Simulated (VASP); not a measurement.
Input of a VASP 6.6.1 run:

The input INCAR:

```
PREC = Accurate ; ENCUT = 700
EDIFF = 1E-6 ; ISMEAR = 0
SIGMA = 0.1 ; LREAL = False
LASPH = True ; NELM = 120
ALGO = Normal ; ISIF = 2
LWAVE = False ; LCHARG = False
GGA = PE ; NBANDS = 44
GGA_COMPAT = False
```

Contents of KPOINTS:

```
regular mesh
0
Gamma
  12 12 6
```

Contents of POSCAR:

```
ZnCd2O3
1.0
    3.2586238045      0.0000000000      0.0000000000
   -1.6293119023      2.8220509961      0.0000000000
    0.0000000000      0.0000000000      8.0669856000
Zn Cd O
1 2 3
Direct
    0.0000000000      0.0000000000      0.0000000000
    0.3333333333      0.6666666667      0.6762590000
    0.6666666667      0.3333333333      0.3237410000
    0.6666666667      0.3333333333      0.8557030000
    0.0000000000      0.0000000000      0.5000000000
    0.3333333333      0.6666666667      0.1442970000
```

Potentials or basis: VASP PAW PBE potentials, release 64 (Zn, Cd_sv_GW, O).

Run with:

```console
$ cat potpaw_PBE.64/Zn/POTCAR potpaw_PBE.64/Cd_sv_GW/POTCAR potpaw_PBE.64/O/POTCAR > POTCAR
$ mpirun -np 1 vasp_std > vasp.out
```

Question: Estimate the pressure.

Answer: 0.0 GPa.

Question: Estimate the band gap on the k mesh.

Answer: Zero (bands 35 and 36 overlap by 0.25 eV).

Question: What does it give for the largest force?

Answer: 0.026 eV/Å.

Forces in eV/Å, atoms in the order of the input:
```
Zn   0.000  0.000  0.000
Cd   0.000  0.000 -0.004
Cd   0.000  0.000  0.004
O    0.000  0.000 -0.026
O    0.000  0.000  0.000
O    0.000  0.000  0.026
```

Caveat: semilocal functionals underestimate gaps, and a narrow one can read as zero.
